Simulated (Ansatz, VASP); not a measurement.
## TaN: VASP beside Ansatz

Contents of INCAR:

```
ALGO = Fast
EDIFF = 1E-7
ENCUT = 520
GGA = PE
ISIF = 2
ISMEAR = 0
LASPH = True
LCHARG = True
LELF = True
LREAL = False
LVHAR = True
LWAVE = False
NBANDS = 24
NELM = 100
PREC = Accurate
SIGMA = 0.15
```

File KPOINTS:

```
k-points
0
Gamma
  20 20 12
```

File POSCAR:

```
TaN
1.0
    0.0000000000      0.0000000000      2.8977716017
    2.9501846798      0.0000000000      0.0000000000
    0.0000000000      5.1098697572      0.0000000000
Ta N
2 2
Direct
    0.5122008715      0.0119841105      0.3333333333
    0.4877991285      0.4880158895      0.8333333333
    0.0044340179      0.5046546586      0.5000000000
   -0.0044340179     -0.0046546586      0.0000000000
```

Input for Ansatz:

```yaml
crystal:
  lattice:
    - [0.0, 0.0, 2.8977716017]
    - [2.9501846798, 0.0, 0.0]
    - [0.0, 5.1098697572, 0.0]
  atoms:
    - { symbol: Ta, position: [0.5122008715, 0.0119841105, 0.3333333333] }
    - { symbol: Ta, position: [0.4877991285, 0.4880158895, 0.8333333333] }
    - { symbol: "N", position: [0.0044340179, 0.5046546586, 0.5] }
    - { symbol: "N", position: [-0.0044340179, -0.0046546586, 0.0] }
basis:
  ecutwfc: 420
kpoints:
  mp_grid: { grid: [20, 20, 12] }
hamiltonian:
  xc: pbe
scf:
  occupations: { method: gaussian, width: 0.15 }
output:
  forces: true
  stress: true
  eigenvalues: true
```

Change from the starting cell: mode 4 (173.4 1/cm) frozen in, largest displacement +0.050 Å.

Alike in both runs: task single point; functional PBE; k mesh 20 × 20 × 12; occupations gaussian, width 0.15 eV; no spin polarisation.

|  | VASP | Ansatz |
| --- | --- | --- |
| version | VASP 6.6.1 | Ansatz 0.2.0 |
| potentials or method | VASP PAW PBE potentials, release 64 (Ta_pv, N), cutoff 520 eV | scalar-relativistic, plane waves, PAW |
| valence electrons in the cell | 32 | 36 |

|  | VASP | Ansatz | Ansatz less VASP |
| --- | --- | --- | --- |
| gap on the k mesh at the Fermi level (eV) | none | none | - |
| pressure (GPa) | 1.1 | 0.4 | -0.67 |
| traceless stress, the component that is largest in VASP (GPa) | 0.39 | 0.45 | +0.052 |
| rms of the force components (eV/Å) | 0.408 | 0.407 | -0.0006 |

Atom by atom the forces differ by 0.001 eV/Å (rms over components). A gap of «none» marks a metal or a gap that the smearing closes. The functional is the same, so the differences come from potentials, cutoffs and numerics. VASP's potentials hold 32 valence electrons a cell and Ansatz's 36, so a difference there can come from the potentials and not from the codes.

Spin-orbit coupling is off throughout.
